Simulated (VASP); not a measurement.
# AlN (F-43m) in VASP: further runs, part 2 of 2

VASP 6.6.1.

## Step 4: Relaxation of cell and atoms, LDA, target pressure 15 GPa, at which the enthalpy is minimised

Input file INCAR:

```
SYSTEM = AlN
PREC = Accurate
ENCUT = 600
EDIFF = 1E-6
ISMEAR = 0
SIGMA = 0.01
LREAL = .FALSE.
LASPH = .TRUE.
NELM = 100
ALGO = Normal
ISIF = 3
LWAVE = .FALSE.
LCHARG = .FALSE.
GGA = CA
IBRION = 2
NSW = 100
EDIFFG = -0.002
PSTRESS = 150.0
```

Input file KPOINTS:

```
Automatic mesh
0
G
  10 10 10
  0 0 0
```

Input file POSCAR:

```
AlN
1.0
    0.0000000000      2.1711476922      2.1711476922
    2.1711476922      0.0000000000      2.1711476922
    2.1711476922      2.1711476922      0.0000000000
Al N
1 1
Direct
    0.0000000000      0.0000000000      0.0000000000
    0.2500000000      0.2500000000      0.2500000000
```

Potentials or basis: VASP PAW LDA potentials, release 64 (Al, N).

Started as:

```sh
cat potpaw_LDA.64/Al/POTCAR potpaw_LDA.64/N/POTCAR > POTCAR
mpirun -np 1 vasp_std > vasp.out
```

OUTCAR:

```text
SYSTEM = AlN
   PREC = Accurate
   ENCUT = 600
   EDIFF = 1E-6
   ISMEAR = 0
   LREAL = .FALSE.
   LASPH = .TRUE.
   NELM = 100
   ISIF = 3
   GGA = CA
   IBRION = 2
   NSW = 100
   EDIFFG = -0.002
   PSTRESS = 150.0

 ion  position               nearest neighbor table
   1  0.000  0.000  0.000-   2 1.88   2 1.88   2 1.88   2 1.88
   2  0.250  0.250  0.250-   1 1.88   1 1.88   1 1.88   1 1.88

  LATTYP: Found a face centered cubic cell.
 ALAT       =     4.3422953844

  Lattice vectors:

 A1 = (   0.0000000000,   2.1711476922,   2.1711476922)
 A2 = (   2.1711476922,   0.0000000000,   2.1711476922)
 A3 = (   2.1711476922,   2.1711476922,   0.0000000000)

Analysis of symmetry for initial positions (statically):
=====================================================================
 Subroutine PRICEL returns:
 Original cell was already a primitive cell.

 Routine SETGRP: Setting up the symmetry group for a
 face centered cubic supercell.

 Subroutine GETGRP returns: Found 24 space group operations
 (whereof 24 operations were pure point group operations)
 out of a pool of 48 trial point group operations.

The static configuration has the point symmetry T_d .

Analysis of symmetry for dynamics (positions and initial velocities):
[... 170 lines left out ...]
  in kB        5.6079447      5.6079447      5.6079447      0.0000000     -0.0000000      0.0000000
  external PRESSURE =    -144.3920553 kB  Pullay stress =     150.0000000 kB
[... 139 lines left out ...]
--------------------------------------- Ionic step        5  -------------------------------------------

 number of electron       8.0000000 magnetization

 Free energy of the ion-electron system (eV)
  ---------------------------------------------------
  ext. energy  EPLUGINS =         0.00000000
  ---------------------------------------------------
  free energy    TOTEN  =       -16.32071378 eV

  energy without entropy =      -16.32071378  energy(sigma->0) =      -16.32071378

 E-fermi :   6.6035     XC(G=0): -11.6100

 val. band max:        6.4684158139   @ k =   0.0000   0.0000   0.0000
 cond. band min:       9.7222949080   @ k =   0.5000   0.5000   0.0000
 fundamental gap:      3.2538790941
 Fermi energy:         6.6034972085

 k-point     1 :       0.0000    0.0000    0.0000
  band No.  band energies     occupation
      1      -8.8229      2.00000
      2       6.4684      2.00000
      3       6.4684      2.00000
      4       6.4684      2.00000
      5      11.4162      0.00000
      6      19.5846      0.00000
      7      19.5846      0.00000
      8      19.5846      0.00000
[... 243 lines left out ...]
 k-point    24 :       0.4000    0.3000    0.0000
  band No.  band energies     occupation
      1      -6.5343      2.00000
      2       2.1414      2.00000
      3       4.6630      2.00000
      4       4.9858      2.00000
      5      11.4578      0.00000
      6      16.3150      0.00000
      7      19.5447      0.00000
      8      21.6987      0.00000

 [... further k-points ...]

------------------------ aborting loop because EDIFF is reached ----------------------------------------

  FORCE on cell =-STRESS in cart. coord.  units (eV):
  Direction    XX          YY          ZZ          XY          YZ          ZX
  --------------------------------------------------------------------------------------
  -------------------------------------------------------------------------------------
  Total        1.8005538      1.8005538      1.8005538     -0.0000000      0.0000000      0.0000000
  in kB      149.6788312    149.6788312    149.6788312     -0.0000000      0.0000000      0.0000000
  external PRESSURE =      -0.3211688 kB  Pullay stress =     150.0000000 kB
[... 21 lines left out ...]
  energy  without entropy=      -16.3207137777  energy(sigma->0) =      -16.32071378

  enthalpy is  TOTEN    =       -14.5162964746 eV   P V=        1.8044173031

 reached required accuracy - stopping structural energy minimisation
```

OSZICAR:

```text
N       E                     dE             d eps       ncg     rms          rms(c)
DAV:   1     0.113089948754E+02    0.11309E+02   -0.44457E+03   776   0.949E+02
DAV:   2    -0.183902079078E+02   -0.29699E+02   -0.28060E+02   976   0.137E+02
DAV:   3    -0.189416617285E+02   -0.55145E+00   -0.55145E+00   920   0.238E+01
DAV:   4    -0.189428662095E+02   -0.12045E-02   -0.12045E-02  1064   0.115E+00
[... 29 lines left out ...]
   4 F= -.14516297E+02 E0= -.14516297E+02  d E =-.566324E-01
       N       E                     dE             d eps       ncg     rms          rms(c)
DAV:   1    -0.163207151393E+02   -0.46899E-03   -0.40507E-05   752   0.648E-02    0.807E-03
DAV:   2    -0.163207137830E+02    0.13563E-05   -0.80352E-06   768   0.196E-02    0.205E-03
DAV:   3    -0.163207137777E+02    0.52698E-08   -0.78230E-08   376   0.309E-03
   5 F= -.14516296E+02 E0= -.14516296E+02  d E =0.261352E-06
```

Run time: 46 s. Hardware: 1 thread of AMD EPYC 7R13, shared host; peak memory 0.11 GiB.

Results:

| Item | Value |
| --- | --- |
| Free energy | -16.3207 eV |
| Relaxed volume | 9.64 Å³/atom |
| Relaxed cell | a = 3.009 Å, b = 3.009 Å, c = 3.009 Å, α = 60.00°, β = 60.00°, γ = 60.00° |
| Space group after relaxing (to 0.05 Å) | F-43m (No. 216) |
| Energy change on relaxing (the enthalpy is what falls) | +27.7 meV/atom |
| Ionic steps | 5 |
| Pressure after relaxing | 15.0 GPa |
| Band gap on the k mesh | 3.25 eV, indirect (least direct gap 4.95 eV) |

Step by step:
```
step  energy change (eV)  largest force (eV/Å)  pressure (GPa)  volume (Å³)
   1              0.0000                0.0000            0.56        20.47
   2              0.2857                0.0000           38.50        17.86
   3              0.0536                0.0000           14.69        19.29
   4              0.0558                0.0000           15.03        19.27
   5              0.0553                0.0000           14.97        19.27
```

Final structure:
```
Al N
1.0
     0.00000    2.12802    2.12802
     2.12802    0.00000    2.12802
     2.12802    2.12802    0.00000
Al N
1 1
Direct
  0.00000 0.00000 0.00000
  0.25000 0.25000 0.25000
```

Caveat: the cell is relaxed towards a set pressure, so the enthalpy falls and the energy may rise.

## Step 5: Summary

| cell | gap on the mesh (eV) | pressure (GPa) |
| --- | --- | --- |
| relaxed to 7 GPa | 3.24 | 7.0 |
| relaxed to 10 GPa | 3.25 | 10.0 |
| relaxed to 15 GPa | 3.25 | 15.0 |

Alike in all rows: task relaxation of cell and atoms; level LDA; potentials or basis VASP PAW LDA potentials, release 64 (Al, N); no spin polarisation; k mesh 10 × 10 × 10; cutoff (eV) 600; smearing gaussian 0.01 eV.

Caveats: the cell is relaxed towards a set pressure, so the enthalpy falls and the energy may rise.

Total energies depend on the potentials used, so only differences within one code and one set of settings carry meaning.
